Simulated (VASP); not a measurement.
# GaN: relaxation of cell and atoms with BLYP+D4

GaN:

```xyz
4
Lattice="3.1800 0.0000 0.0000 -1.5900 2.7540 0.0000 0.0000 0.0000 5.1660" Properties=species:S:1:pos:R:3 pbc="T T T"
Ga    1.5900    0.9180    2.5830
Ga    0.0000    1.8360    0.0000
N     1.5900    0.9180    4.5203
N     0.0000    1.8360    1.9373
```

```
Program                : VASP 6.6.1
Task                   : relaxation of cell and atoms
Functional             : BLYP
Dispersion             : D4
Potentials or basis    : VASP PAW PBE potentials, release 64 (Ga_d, N)
Cutoff                 : 600 eV
k mesh                 : 10 × 10 × 5
Occupations            : fermi-dirac, width 0.05 eV
Spin                   : no spin polarisation
Dipole correction      : no
Further INCAR settings : ALGO = Normal; EDIFF = 1e-06; IBRION = 2; EDIFFG = -0.01; NSW = 60; ISIF = 3
```

```
Relaxed volume                        : 11.46 Å³/atom
Relaxed cell                          : a = 3.189 Å, b = 3.189 Å, c = 5.205 Å, α = 90.00°, β = 90.00°, γ = 120.00°
Space group after relaxing (to 0.1 Å) : P6_3mc (No. 186)
Energy gained by relaxing             : 1.7 meV/atom
Ionic steps                           : 4
Pressure after relaxing               : 0.1 GPa
Largest force after relaxing          : 0.009 eV/Å
Band gap on the k mesh                : 1.96 eV
Dispersion energy per atom            : -0.761 eV
```

Forces on the atoms (eV/Å):
```
Ga   0.000  0.000  0.009
Ga   0.000  0.000  0.009
N    0.000  0.000 -0.009
N    0.000  0.000 -0.009
```

The path:
| step | energy change (eV) | largest force (eV/Å) | pressure (GPa) | volume (Å³) |
| --- | --- | --- | --- | --- |
| 1 | 0.0000 | 0.1265 | 2.51 | 45.24 |
| 2 | -0.0012 | 0.1163 | -2.24 | 46.41 |
| 3 | -0.0066 | 0.0119 | -0.02 | 45.85 |
| 4 | -0.0066 | 0.0089 | 0.07 | 45.84 |

Final structure:
```
CELL_PARAMETERS angstrom
3.18894 0.00000 0.00000
-1.59447 2.76171 0.00000
0.00000 0.00000 5.20509
ATOMIC_POSITIONS crystal
Ga 0.66667 0.33333 0.49938
Ga 0.33333 0.66667 0.99938
N 0.66667 0.33333 0.87562
N 0.33333 0.66667 0.37562
```

Levels at points of the mesh, in eV from the valence-band top:
```
           k point  band 16  band 17  band 18  band 19  band 20  band 21
(0.00, 0.00, 0.00)    -0.05     0.00     0.00     1.96     4.28     9.25
(0.50, 0.00, 0.00)    -2.69    -2.14    -0.99     5.22     5.57     6.16
```

Run time: 3.4 min on 1 thread of Intel(R) Xeon(R) Platinum 8488C (Sapphire Rapids), with other jobs on the host, peak memory 0.2 GiB.

Caveat: the PAW data sets were made with another functional, which shifts forces and pressure a little. Zero-point motion and thermal expansion aren't in these numbers.
